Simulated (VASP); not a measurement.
# Li (I4/mmm) in VASP: notebook

Runs on Li. Level: LDA. Tasks: single point.

All numbers are computed with VASP 6.6.1; they aren't measurements. Logs are shortened: lines on timing, memory, paths and dates and some standing lists are left out, and cuts for length are marked.

### Step 1. The cell of the first run

Symmetry: I4/mmm, No. 139, tetragonal system. Conventional cell: a = 3.021 Å, b = 3.021 Å, c = 4.404 Å, α = 90.00°, β = 90.00°, γ = 90.00°. Li (site symmetry 4/mmm) has 12 Li at 3.02 to 3.07 Å within 4.0 Å.

### Step 2. Single point, LDA (strain -0.030 along x and y, +0.000 along z)

INCAR

```
SYSTEM = Li
PREC = Accurate ; ENCUT = 520
EDIFF = 1E-6 ; ISMEAR = 0
SIGMA = 0.15 ; LREAL = .False.
LASPH = .True. ; NELM = 60
ALGO = Normal ; ISIF = 2
LWAVE = .False. ; LCHARG = .True.
GGA = CA ; LELF = .True.
LVHAR = .True. ; NBANDS = 8
```

KPOINTS

```
Automatic mesh
0
Gamma
  18 18 18
  0 0 0
```

POSCAR

```
Li
1.0
    0.0000000000      2.1359400000      2.2020000000
    2.1359400000      0.0000000000      2.2020000000
    2.1359400000      2.1359400000      0.0000000000
Li
1
Direct
    0.0000000000      0.0000000000      0.0000000000
```

Potentials or basis: VASP PAW LDA potentials, release 64 (Li_sv).

Launch:

```
$ cat potpaw_LDA.64/Li_sv/POTCAR > POTCAR
$ mpirun -np 1 vasp_std > vasp.out
```

OUTCAR:

```text
SYSTEM = Li
   PREC = Accurate
   ENCUT = 520
   EDIFF = 1E-6
   ISMEAR = 0
   LREAL = .False.
   LASPH = .True.
   NELM = 60
   ISIF = 2
   GGA = CA

 ion  position               nearest neighbor table
   1  0.000  0.000  0.000-

  LATTYP: Found a body centered tetragonal cell.
 ALAT       =     3.0206753164
 C/A-ratio  =     1.4579521262

  Lattice vectors:

 A1 = (  -2.1359400000,   0.0000000000,   2.2020000000)
 A2 = (   2.1359400000,   0.0000000000,   2.2020000000)
 A3 = (   0.0000000000,   2.1359400000,  -2.2020000000)

Analysis of symmetry for initial positions (statically):
=====================================================================
 Subroutine PRICEL returns:
 Original cell was already a primitive cell.

 Routine SETGRP: Setting up the symmetry group for a
 body centered tetragonal supercell.

 Subroutine GETGRP returns: Found 16 space group operations
 (whereof 16 operations were pure point group operations)
 out of a pool of 16 trial point group operations.

The static configuration has the point symmetry D_4h.

Analysis of symmetry for dynamics (positions and initial velocities):
=====================================================================
 Subroutine PRICEL returns:
 Original cell was already a primitive cell.

 Routine SETGRP: Setting up the symmetry group for a
 body centered tetragonal supercell.

 Subroutine GETGRP returns: Found 16 space group operations
 (whereof 16 operations were pure point group operations)
 out of a pool of 16 trial point group operations.

The dynamic configuration has the point symmetry D_4h.

 Subroutine INISYM returns: Found 16 space group operations
 (whereof 16 operations are pure point group operations),
 and found     1 'primitive' translations

----------------------------------------------------------------------------------------

                                     Primitive cell

  volume of cell :      20.0921

  direct lattice vectors                    reciprocal lattice vectors
     0.000000000  2.135940000  2.202000000    -0.234088973  0.234088973  0.227066303
     2.135940000  0.000000000  2.202000000     0.234088973 -0.234088973  0.227066303
     2.135940000  2.135940000  0.000000000     0.234088973  0.234088973 -0.227066303

  length of vectors
     3.067742441  3.067742441  3.020675316     0.401440407  0.401440407  0.401440407

  position of ions in fractional coordinates (direct lattice)
     0.000000000  0.000000000  0.000000000

  ion indices of the primitive-cell ions
   primitive index   ion index
                 1           1

----------------------------------------------------------------------------------------

 KPOINTS: Automatic mesh

Automatic generation of k-mesh.
 Grid dimensions read from file:
 generate k-points for:   18   18   18

 Generating k-lattice:

  Cartesian coordinates                     Fractional coordinates (reciprocal lattice)
    -0.013004943  0.013004943  0.012614795     0.055555556 -0.000000000  0.000000000
     0.013004943 -0.013004943  0.012614795    -0.000000000  0.055555556  0.000000000
     0.013004943  0.013004943 -0.012614795     0.000000000  0.000000000  0.055555556

  Length of vectors
     0.022302245  0.022302245  0.022302245

  Shift w.r.t. Gamma in fractional coordinates (k-lattice)
     0.000000000  0.000000000  0.000000000

 Subroutine IBZKPT returns following result:
 ===========================================

 Found    480 irreducible k-points:

 Following reciprocal coordinates:
            Coordinates               Weight
  0.000000  0.000000  0.000000      1.000000
  0.055556  0.000000  0.000000      8.000000
  0.111111  0.000000  0.000000      8.000000
  0.166667  0.000000  0.000000      8.000000
  0.222222  0.000000  0.000000      8.000000
  0.277778  0.000000  0.000000      8.000000
[... 16 lines left out ...]
 -0.277778  0.055556  0.000000      8.000000
 -0.222222  0.055556  0.000000      8.000000
 [... further k-points ...]
   k-points           NKPTS =    480   k-points in BZ     NKDIM =    480   number of bands    NBANDS=      8
   number of dos      NEDOS =    301   number of ions     NIONS =      1
   total plane-waves  NPLWV =  13824
   dimension x,y,z NGX =    24 NGY =   24 NGZ =   24
   dimension x,y,z NGXF=    48 NGYF=   48 NGZF=   48
   ions per type =               1
   NGX,Y,Z   is equivalent  to a cutoff of  13.01, 13.01, 13.21 a.u.
   NGXF,Y,Z  is equivalent  to a cutoff of  26.01, 26.01, 26.42 a.u.
 SYSTEM =  Li
   PREC   = accura    normal or accurate (medium, high low for compatibility)
   ISTART =      0    job   : 0-new  1-cont  2-samecut
   ICHARG =      2    charge: 1-file 2-atom 10-const
   ISPIN  =      1    spin polarized calculation?
   LNONCOLLINEAR =      F non collinear calculations
   LSORBIT =      F    spin-orbit coupling
   LASPH  =      T    aspherical Exc in radial PAW
   ENCUT  =  520.0 eV  38.22 Ry    6.18 a.u.   5.70  5.70  5.62*2*pi/ulx,y,z
   NELM   =     60;   NELMIN=  2; NELMDL= -5     # of ELM steps
   EDIFF  = 0.1E-05   stopping-criterion for ELM
   LREAL  =      F    real-space projection
   EDIFFG = 0.1E-04   stopping-criterion for IOM
   NSW    =      0    number of steps for IOM
   IBRION =     -1    ionic relax: 0-MD 1-quasi-New 2-CG
   NFREE  =      0    steps in history (QN), initial steepest desc. (CG)
   ISIF   =      2    stress and relaxation
   ISYM   =      2    0-nonsym 1-usesym 2-fastsym
   POTIM  = 0.5000    time-step for ionic-motion
   TEBEG  =    0.0;   TEEND  =   0.0 temperature during run
   PSTRESS=    0.0 pullay stress
   NELECT =       3.0000    total number of electrons
   NUPDOWN=      -1.0000    fix difference up-down
   EMIN   =  10.00;   EMAX   =-10.00  energy-range for DOS
   EFERMI =   0.00;   METHOD = LEGACY
   ISMEAR =     0;   SIGMA  =   0.15  broadening in eV -4-tet -1-fermi 0-gaus
   EFERMI_NEDOS =   21; number of points for ismear=-14 and -15
   IALGO  =     38    algorithm
   IMIX   =      4    mixing-type and parameters
     AMIX     =   0.40;   BMIX     =  1.00
     AMIX_MAG =   1.60;   BMIX_MAG =  1.00
  volume/ion in A,a.u.               =      20.09       135.59
  Fermi-wavevector in a.u.,A,eV,Ry     =   0.868507  1.641241 10.262940  0.754305
  Thomas-Fermi vector in A             =   1.987196
   LORBIT       =      0    0 simple, 1 ext, 2 COOP (PROOUT), +10 PAW based schemes
   GGA     = CA    functional components
   LHFCALC =     F    Hartree Fock is set to
   AEXX    =    0.0000 exact exchange contribution
   IVDW    =     0    specifies the selected vdW correction
   LEPSILON=     F    determine dielectric tensor
   LRPA    =     F    only Hartree local field effects (RPA)
 non-spin polarized calculation
 Gauss-broadening in eV      SIGMA  =   0.15
  energy-cutoff  :      520.00
  volume of cell :       20.09
 maximum number of plane-waves:       555
   NGX = 11   NGY = 11   NGZ = 11

 number of electron       2.9999996 magnetization

 Free energy of the ion-electron system (eV)
  ---------------------------------------------------
  ext. energy  EPLUGINS =         0.00000000
  ---------------------------------------------------
  free energy    TOTEN  =        -2.04745084 eV

  energy without entropy =       -2.04274198  energy(sigma->0) =       -2.04509641

 E-fermi :   0.6336     XC(G=0):  -7.1662

 val. band max:        0.6283510669   @ k =   0.5000   0.0000   0.0556
 cond. band min:       0.6639408989   @ k =   0.5000   0.0556   0.2222
 fundamental gap:      0.0355898320
 Fermi energy:         0.6335825747

 k-point     1 :       0.0000    0.0000    0.0000
  band No.  band energies     occupation
      1     -44.9917      2.00000
      2      -2.8804      2.00000
      3      14.8184      0.00000
      4      14.8184      0.00000
      5      14.8417      0.00000
      6      18.9051      0.00000
      7      19.0183      0.00000
      8      19.0183      0.00000

 k-point     2 :       0.0556    0.0000    0.0000
  band No.  band energies     occupation
      1     -44.9911      2.00000
      2      -2.8260      2.00000
      3      14.2410      0.00000
      4      14.6958      0.00000
      5      14.7109      0.00000
      6      18.3571      0.00000
      7      19.1668      0.00000
      8      19.2304      0.00000

 k-point     3 :       0.1111    0.0000    0.0000
  band No.  band energies     occupation
      1     -44.9893      2.00000
      2      -2.6629      2.00000
      3      12.8267      0.00000
      4      14.3636      0.00000
      5      14.4514      0.00000
      6      18.1451      0.00000
      7      19.6744      0.00000
      8      19.7635      0.00000

 k-point     4 :       0.1667    0.0000    0.0000
  band No.  band energies     occupation
      1     -44.9866      2.00000
      2      -2.3910      2.00000
      3      11.1356      0.00000
      4      13.9756      0.00000
      5      14.1483      0.00000
      6      18.3078      0.00000
      7      19.8420      0.00000
      8      20.2766      0.00000

 k-point     5 :       0.2222    0.0000    0.0000
  band No.  band energies     occupation
      1     -44.9831      2.00000
      2      -2.0110      2.00000
      3       9.4350      0.00000
      4      13.6150      0.00000
      5      13.8733      0.00000
      6      18.5993      0.00000
      7      19.2636      0.00000
      8      20.1098      0.00000
[... 177 lines left out ...]
 k-point    22 :      -0.3333    0.0556    0.0000
  band No.  band energies     occupation
      1     -44.9747      2.00000
      2      -0.6705      2.00000
      3       5.8772      0.00000
      4      12.2148      0.00000
      5      13.8285      0.00000
      6      17.4170      0.00000
      7      18.2346      0.00000
      8      19.8093      0.00000

 k-point    23 :      -0.2778    0.0556    0.0000
  band No.  band energies     occupation
      1     -44.9779      2.00000
      2      -1.2789      2.00000
      3       7.2937      0.00000
      4      12.3260      0.00000
      5      14.1054      0.00000
      6      18.0140      0.00000
      7      18.7483      0.00000
      8      19.9932      0.00000

 k-point    24 :      -0.2222    0.0556    0.0000
  band No.  band energies     occupation
      1     -44.9814      2.00000
      2      -1.7998      2.00000
      3       8.8585      0.00000
      4      12.5479      0.00000
      5      14.3817      0.00000
      6      18.3915      0.00000
      7      19.4141      0.00000
      8      19.9148      0.00000

 [... further k-points ...]

------------------------ aborting loop because EDIFF is reached ----------------------------------------

  FORCE on cell =-STRESS in cart. coord.  units (eV):
  Direction    XX          YY          ZZ          XY          YZ          ZX
  --------------------------------------------------------------------------------------
  -------------------------------------------------------------------------------------
  Total       -0.1045142     -0.1045142     -0.1280078      0.0000000      0.0000000      0.0000000
  in kB       -8.3341349     -8.3341349    -10.2075495      0.0000000      0.0000000      0.0000000
  external PRESSURE =      -8.9586065 kB  Pullay stress =       0.0000000 kB

 VOLUME and BASIS-vectors are now :
 -----------------------------------------------------------------------------
  energy-cutoff  :      520.00
  volume of cell :       20.09
      direct lattice vectors                 reciprocal lattice vectors
     0.000000000  2.135940000  2.202000000    -0.234088973  0.234088973  0.227066303
     2.135940000  0.000000000  2.202000000     0.234088973 -0.234088973  0.227066303
     2.135940000  2.135940000  0.000000000     0.234088973  0.234088973 -0.227066303

 POSITION                                       TOTAL-FORCE (eV/Angst)
 -----------------------------------------------------------------------------------
      0.00000      0.00000      0.00000         0.000000     -0.000000      0.000000
 -----------------------------------------------------------------------------------
    total drift:                               -0.000000      0.000000     -0.000000

  FREE ENERGIE OF THE ION-ELECTRON SYSTEM (eV)
  ---------------------------------------------------
  free  energy   TOTEN  =        -2.0474508402 eV

  energy  without entropy=       -2.0427419830  energy(sigma->0) =       -2.04509641
```

It took 15 s on 1 thread of Intel Xeon 6975P-C (Granite Rapids), shared host; peak memory 0.16 GiB.

Results:

```yaml
Free_energy: -2.0475 eV
Band_gap_on_the_k_mesh: zero (an odd number of electrons rules out a gap without spin polarisation)
```

Caveat: the cell differs from its parent crystal (strain -0.030 along x and y, +0.000 along z); the cutoff is under 1.25 times the usual one of these potentials, so pressure, stress and relaxed cells hold a basis-set (Pulay) error.

### Step 3. Single point, LDA (strain -0.015 along x and y, -0.030 along z)

INCAR

```
SYSTEM = Li
ALGO = Normal
EDIFF = 1E-6
ENCUT = 520
ISIF = 2
ISMEAR = 0
LASPH = .True.
LCHARG = .False.
LREAL = .False.
LWAVE = .False.
NBANDS = 8
NELM = 100
PREC = Accurate
SIGMA = 0.15
```

KPOINTS

```
k-points
0
Gamma
  18 18 18
  0 0 0
```

POSCAR

```
Li
1.0
    0.0000000000      2.1689700000      2.1359400000
    2.1689700000      0.0000000000      2.1359400000
    2.1689700000      2.1689700000      0.0000000000
Li
1
Direct
    0.0000000000      0.0000000000      0.0000000000
```

Potentials or basis: VASP PAW LDA potentials, release 64 (Li_sv).

Launch:

```
$ cat potpaw_LDA.64/Li_sv/POTCAR > POTCAR
$ mpirun -np 1 vasp_std > vasp.out
```

Wall time 14 s (1 thread of Intel Xeon 6975P-C (Granite Rapids), shared host); peak memory 0.16 GiB.

Results (log left out):

| Property | Result |
| --- | --- |
| Free energy | -2.0476 eV |
| Band gap on the k mesh | zero (an odd number of electrons rules out a gap without spin polarisation) |

Levels at points of the mesh, in eV from the Fermi level:
```csv
k point,band 1,band 2,band 3,band 4,band 5,band 6,band 7
"(0.00, 0.00, 0.00)",-45.63,-3.52,14.17,14.19,14.19,18.32,18.32
"(0.50, 0.00, 0.00)",-45.61,-0.04,2.98,12.36,12.60,16.53,16.84
"(0.50, 0.50, 0.00)",-45.60,1.62,4.92,8.21,8.21,10.58,15.30
"(0.50, 0.00, 0.50)",-45.60,1.43,4.72,8.39,8.47,10.80,15.49
```

Caveat: the cell differs from its parent crystal (strain -0.015 along x and y, -0.030 along z); the cutoff is under 1.25 times the usual one of these potentials, so pressure, stress and relaxed cells hold a basis-set (Pulay) error.

### Step 4. Single point, LDA (strain -0.030 along x and y, +0.015 along z)

INCAR

```
SYSTEM = Li
  ALGO = Normal
  EDIFF = 1E-7
  ENCUT = 520
  ISIF = 2
  ISMEAR = 0
  LASPH = .True.
  LCHARG = .True.
  LELF = .True.
  LREAL = .False.
  LVHAR = .True.
  LWAVE = .False.
  NBANDS = 8
  NELM = 80
  PREC = Accurate
  SIGMA = 0.15
```

KPOINTS is that of step 3.

POSCAR

```
Li
1.0
    0.0000000000      2.1359400000      2.2350300000
    2.1359400000      0.0000000000      2.2350300000
    2.1359400000      2.1359400000      0.0000000000
Li
1
Direct
    0.0000000000      0.0000000000      0.0000000000
```

Launch:

```
$ cat potpaw_LDA.64/Li_sv/POTCAR > POTCAR
$ mpirun -np 1 vasp_std > vasp.out
```

Wall time 16 s (1 thread of Intel Xeon 6975P-C (Granite Rapids), shared host); peak memory 0.17 GiB.

The run converged. Its results:

| Item | Value |
| --- | --- |
| Free energy | -2.0455 eV |
| Band gap on the k mesh | zero (an odd number of electrons rules out a gap without spin polarisation) |

Levels at points of the mesh, in eV from the Fermi level:
```csv
k point,band 1,band 2,band 3,band 4,band 5,band 6,band 7
"(0.00, 0.00, 0.00)",-45.65,-3.49,14.04,14.04,14.06,18.07,18.24
"(0.50, 0.00, 0.00)",-45.63,-0.03,2.94,11.92,12.74,16.03,17.02
"(0.50, 0.50, 0.00)",-45.63,1.12,4.34,8.71,8.71,11.07,15.61
"(0.50, 0.00, 0.50)",-45.62,1.68,4.94,7.96,8.19,10.44,15.06
```

Caveat: the cell differs from its parent crystal (strain -0.030 along x and y, +0.015 along z); the cutoff is under 1.25 times the usual one of these potentials, so pressure, stress and relaxed cells hold a basis-set (Pulay) error.

### Step 5. Single point, LDA (strain -0.030 along x and y, +0.030 along z)

INCAR

```
SYSTEM = Li
PREC     = Accurate       ! precision mode
ENCUT    = 520            ! plane-wave cutoff, eV
EDIFF    = 1E-6           ! SCF threshold, eV
ISMEAR   = 0              ! smearing method
SIGMA    = 0.15           ! smearing width, eV
LREAL    = .False.        ! projectors in reciprocal space
LASPH    = .True.         ! aspherical terms in the spheres
NELM     = 80             ! most SCF steps
ALGO     = Normal         ! electronic algorithm
ISIF     = 2              ! what is computed and relaxed
LWAVE    = .False.        ! write WAVECAR
LCHARG   = .False.        ! write CHGCAR
NBANDS   = 8              ! bands
```

KPOINTS

```
Automatic mesh
0
Gamma
  18 18 18
  0 0 0
```

POSCAR

```
Li
1.0
    0.0000000000      2.1359400000      2.2680600000
    2.1359400000      0.0000000000      2.2680600000
    2.1359400000      2.1359400000      0.0000000000
Li
1
Direct
    0.0000000000      0.0000000000      0.0000000000
```

Launch:

```
$ cat potpaw_LDA.64/Li_sv/POTCAR > POTCAR
$ mpirun -np 1 vasp_std > vasp.out
```

Run time: 14 s. Hardware: 1 thread of Intel Xeon 6975P-C (Granite Rapids), shared host; peak memory 0.17 GiB.

The run converged. Its results:

```yaml
Free_energy: -2.0431 eV
Band_gap_on_the_k_mesh: zero (an odd number of electrons rules out a gap without spin polarisation)
```

Levels at points of the mesh, in eV from the Fermi level:
```csv
k point,band 1,band 2,band 3,band 4,band 5,band 6,band 7
"(0.00, 0.00, 0.00)",-45.68,-3.48,13.89,13.89,13.91,17.88,18.11
"(0.50, 0.00, 0.00)",-45.66,-0.02,2.90,11.64,12.74,15.71,17.02
"(0.50, 0.50, 0.00)",-45.65,1.00,4.16,8.76,8.76,11.11,15.54
"(0.50, 0.00, 0.50)",-45.65,1.73,4.95,7.79,8.10,10.30,14.81
```

Caveat: the cell differs from its parent crystal (strain -0.030 along x and y, +0.030 along z); the cutoff is under 1.25 times the usual one of these potentials, so pressure, stress and relaxed cells hold a basis-set (Pulay) error.

### Step 6. Single point, LDA (strain -0.015 along x and y, +0.000 along z)

INCAR

```
PREC = Accurate ; ENCUT = 520
EDIFF = 1E-6 ; ISMEAR = 0
SIGMA = 0.15 ; LREAL = False
LASPH = True ; NELM = 100
ALGO = Fast ; ISIF = 2
LWAVE = False ; LCHARG = False
GGA = CA ; NBANDS = 8
```

KPOINTS

```
regular mesh
0
Gamma
  18 18 18
```

POSCAR

```
Li
1.0
    0.0000000000      2.1689700000      2.2020000000
    2.1689700000      0.0000000000      2.2020000000
    2.1689700000      2.1689700000      0.0000000000
Li
1
Direct
    0.0000000000      0.0000000000      0.0000000000
```

Potentials or basis: VASP PAW LDA potentials, release 64 (Li_sv).

Launch:

```
$ cat potpaw_LDA.64/Li_sv/POTCAR > POTCAR
$ mpirun -np 1 vasp_std > vasp.out
```

Wall time 20 s (1 thread of Intel Xeon 6975P-C (Granite Rapids), shared host); peak memory 0.16 GiB.

The run converged. Its results:

```yaml
Free_energy: -2.0439 eV
Band_gap_on_the_k_mesh: zero (an odd number of electrons rules out a gap without spin polarisation)
```

Levels at points of the mesh, in eV from the Fermi level:
```tsv
k point	band 1	band 2	band 3	band 4	band 5	band 6	band 7
(0.00, 0.00, 0.00)	-45.69	-3.48	13.88	13.88	13.89	17.94	18.00
(0.50, 0.00, 0.00)	-45.67	-0.03	2.88	12.09	12.34	16.21	16.53
(0.50, 0.50, 0.00)	-45.66	1.35	4.54	8.32	8.32	10.67	15.14
(0.50, 0.00, 0.50)	-45.66	1.53	4.74	8.08	8.15	10.46	14.96
```

Caveat: the cell differs from its parent crystal (strain -0.015 along x and y, +0.000 along z); the cutoff is under 1.25 times the usual one of these potentials, so pressure, stress and relaxed cells hold a basis-set (Pulay) error.

### Step 7. Overview

```csv
cell,gap on the mesh (eV)
"a = 3.068, b = 3.068, c = 3.021 Å, angles 60.5, 60.5, 59.0°, 1 atom",none
"a = 3.044, b = 3.044, c = 3.067 Å, angles 59.7, 59.7, 60.5°, 1 atom",none
"a = 3.092, b = 3.092, c = 3.021 Å, angles 60.8, 60.8, 58.5°, 1 atom",none
"a = 3.115, b = 3.115, c = 3.021 Å, angles 61.0, 61.0, 58.0°, 1 atom",none
"a = 3.091, b = 3.091, c = 3.067 Å, angles 60.3, 60.3, 59.5°, 1 atom",none
```

Alike in all rows: task single point; level LDA; potentials or basis VASP PAW LDA potentials, release 64 (Li_sv); no spin polarisation; k mesh 18 × 18 × 18; cutoff (eV) 520; smearing gaussian 0.15 eV.

Caveats: the cutoff is under 1.25 times the usual one of these potentials, so pressure, stress and relaxed cells hold a basis-set (Pulay) error.

Total energies depend on the potentials used, so only differences within one code and one set of settings carry meaning.
